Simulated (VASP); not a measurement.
A run of VASP 6.6.1 is set up as follows.

The input INCAR:

```
PREC = Accurate
ENCUT = 520
EDIFF = 1E-6
ISMEAR = 0
SIGMA = 0.1
LREAL = False
LASPH = True
NELM = 80
ALGO = Normal
ISIF = 2
LWAVE = False
LCHARG = False
GGA = PE
NBANDS = 22
```

Contents of KPOINTS:

```
Automatic mesh
0
Gamma
  8 6 6
```

POSCAR

```
B
1.0
    1.5670453462      0.0004069053     -2.7105130168
   -1.7611829406     -2.9795650227     -2.5941116995
   -1.7555069370      2.9866038756     -2.5891891161
B
8
Direct
    0.4351347128      0.6190863799      0.6190446410
    0.7377428018      0.2179064437      0.7178709344
    0.7377039331      0.7179416072      0.2178701092
    0.4351092922      0.1191094732      0.1190400382
    0.7622238775      0.7821025172      0.7821476099
    0.0648760020      0.3809217560      0.8809403862
    0.0648796241      0.8808803454      0.3809772762
    0.7623297565      0.2820514772      0.2821090050
```

Potentials or basis: VASP PAW PBE potentials, release 64 (B).

The run is started by

```console
$ cat potpaw_PBE.64/B/POTCAR > POTCAR
$ mpirun -np 1 vasp_std > vasp.out
```

(1) What does it give for the pressure?

(2) What does it give for the largest force?

## Answers

(1) 0.0 GPa.

(2) 0.010 eV/Å.
